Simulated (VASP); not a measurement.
A run of VASP 6.6.1 is set up as follows.

File INCAR:

```
  PREC = Accurate
  ENCUT = 520
  EDIFF = 1E-6
  ISMEAR = 0
  SIGMA = 0.05
  LREAL = False
  LASPH = True
  NELM = 60
  ALGO = Normal
  ISIF = 2
  LWAVE = False
  LCHARG = True
  GGA = PS
  LELF = True
  LVHAR = True
  NBANDS = 16
```

The input KPOINTS:

```
Automatic mesh
0
Gamma
  9 9 6
```

POSCAR

```
AlN
1.0
    3.3807000000      0.0000000000      0.0000000000
   -1.6903500000      2.9277720826      0.0000000000
    0.0000000000      0.0000000000      4.3470000000
Al N
2 2
Direct
    0.3333333333      0.6666666667      0.7500000000
    0.6666666667      0.3333333333      0.2500000000
    0.3333333333      0.6666666667      0.2500000000
    0.6666666667      0.3333333333      0.7500000000
```

Potentials or basis: VASP PAW PBE potentials, release 64 (Al, N).

Run with:

```bash
$ cat potpaw_PBE.64/Al/POTCAR potpaw_PBE.64/N/POTCAR > POTCAR
$ mpirun -np 1 vasp_std > vasp.out
```

Question: What does it give for the pressure?

Answer: -16.6 GPa.

Question: Estimate the band gap on the k mesh.

Answer: 2.55 eV.

Stress tensor (GPa, compression positive):
```
-16.73   0.00   0.00
  0.00 -16.73   0.00
  0.00   0.00 -16.27
```

Caveat: the cell stands under tension; the PAW data sets were made with another functional, which shifts forces and pressure a little.
